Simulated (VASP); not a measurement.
MgReP3: relaxation of cell and atoms with PBE

Crystal: MgReP3.

```
Mg Re P
1.0
     3.47951   -3.86311    0.00000
     3.47951    3.86311    0.00000
    -2.13023    0.00000    4.03103
Mg Re P
1 1 3
Direct
  0.50000 0.50000 0.00000
  0.00000 0.00000 0.00000
  0.66690 0.33310 0.50000
  0.33310 0.66690 0.50000
  0.00000 0.00000 0.50000
```

```json
{
  "Program": "VASP 6.6.1",
  "Task": "relaxation of cell and atoms",
  "Functional": "PBE",
  "Potentials or basis": "VASP PAW PBE potentials, release 64 (Mg, Re, P)",
  "Cutoff": "600 eV",
  "k mesh": "4 × 4 × 4",
  "Occupations": "gaussian, width 0.2 eV",
  "Spin": "no spin polarisation",
  "Dipole correction": "no",
  "Further INCAR settings": "ALGO = Normal; EDIFF = 1e-06; IBRION = 2; EDIFFG = -0.08; NSW = 36; ISIF = 3"
}
```

```yaml
Relaxed_volume: 16.12 Å³/atom
Relaxed_cell: a = 4.881 Å, b = 4.881 Å, c = 5.025 Å, α = 120.87°, β = 120.87°, γ = 92.03°
Space_group_after_relaxing_to_0.05_Å: Immm (No. 71)
Energy_gained_by_relaxing: -59146.5 meV/atom
Ionic_steps: 15
Pressure_after_relaxing: 0.3 GPa
Largest_force_after_relaxing: 0.036 eV/Å
Band_gap_on_the_k_mesh: zero (band 12 reaches 7.54 eV, above the bottom of band 13 at 6.87 eV)
```

Forces in eV/Å, atoms in the order of the input:
```
Mg   0.000  0.000  0.000
Re   0.000  0.000  0.000
P    0.000  0.036  0.000
P    0.000 -0.036  0.000
P    0.000  0.000  0.000
```

Stress tensor (GPa, compression positive):
```
0.52 0.00 0.06
0.00 0.23 0.00
0.06 0.00 0.28
```

The path:
| step | energy change (eV) | largest force (eV/Å) | pressure (GPa) | volume (Å³) |
| --- | --- | --- | --- | --- |
| 1 | 0.0000 | 1.6835 | -8.17 | 108.37 |
| 2 | 297.5221 | 0.0355 | -2.53 | 91.70 |
| 3 | 297.3938 | 2.6005 | 11.13 | 79.05 |
| 4 | 297.2974 | 0.8218 | 2.71 | 85.35 |
| 5 | 296.4563 | 1.3862 | 0.16 | 81.95 |
| 6 | 296.2552 | 1.8381 | 4.78 | 79.47 |
| 7 | 295.9943 | 0.1995 | -3.17 | 85.00 |
| 8 | 295.9784 | 0.1316 | -1.88 | 83.75 |
| 9 | 295.8197 | 0.0072 | -0.71 | 81.93 |
| 10 | 295.7897 | 0.1406 | 0.24 | 80.90 |
| 11 | 295.7892 | 0.1728 | 0.44 | 80.71 |
| 12 | 295.7382 | 0.1559 | 0.00 | 80.68 |
| 13 | 295.7354 | 0.1563 | -0.03 | 80.65 |
| 14 | 295.7330 | 0.0054 | 0.48 | 80.60 |
| 15 | 295.7327 | 0.0362 | 0.34 | 80.61 |

Final structure:
```
CELL_PARAMETERS angstrom
3.32644 -3.51160 -0.65118
3.32644 3.51160 -0.65118
-2.99236 0.00000 4.03642
ATOMIC_POSITIONS crystal
Mg 0.50000 0.50000 0.00000
Re 0.00000 0.00000 0.00000
P 0.66927 0.33073 0.50000
P 0.33073 0.66927 0.50000
P 0.00000 0.00000 0.50000
```

Levels at points of the mesh, in eV from the Fermi level:
```tsv
k point	band 8	band 9	band 10	band 11	band 12	band 13	band 14	band 15	band 16
(0.00, 0.00, 0.00)	-3.31	-2.94	-2.20	-2.06	-1.80	-0.04	0.44	1.56	2.26
(0.50, 0.00, 0.00)	-3.70	-1.62	-1.53	-0.63	-0.31	0.15	0.77	1.10	3.60
(0.50, 0.50, 0.00)	-1.77	-1.74	-1.41	-1.12	-0.40	0.14	0.56	0.63	2.13
(0.00, 0.00, 0.50)	-3.54	-1.90	-1.34	-0.94	-0.16	0.79	1.08	1.41	3.50
(0.50, 0.00, 0.50)	-3.26	-3.07	-1.89	-0.80	0.41	1.33	2.46	3.17	3.64
(0.50, 0.50, 0.50)	-3.53	-1.89	-1.34	-0.93	-0.15	0.81	1.08	1.42	3.46
```

Wall time 15 min on 1 thread of AMD EPYC 7R13 Processor (Zen 3) (shared host), peak memory 0.27 GiB.

Caveat: the k points lie up to 0.46 Å⁻¹ apart in the final cell; the volume moved by over 15 % at a fixed basis, so the end points are rough; spin-orbit coupling is left out, which moves the levels of the heavy elements; the relaxation stopped at a loose force limit of 0.08 eV/Å, so its end isn't a converged minimum.
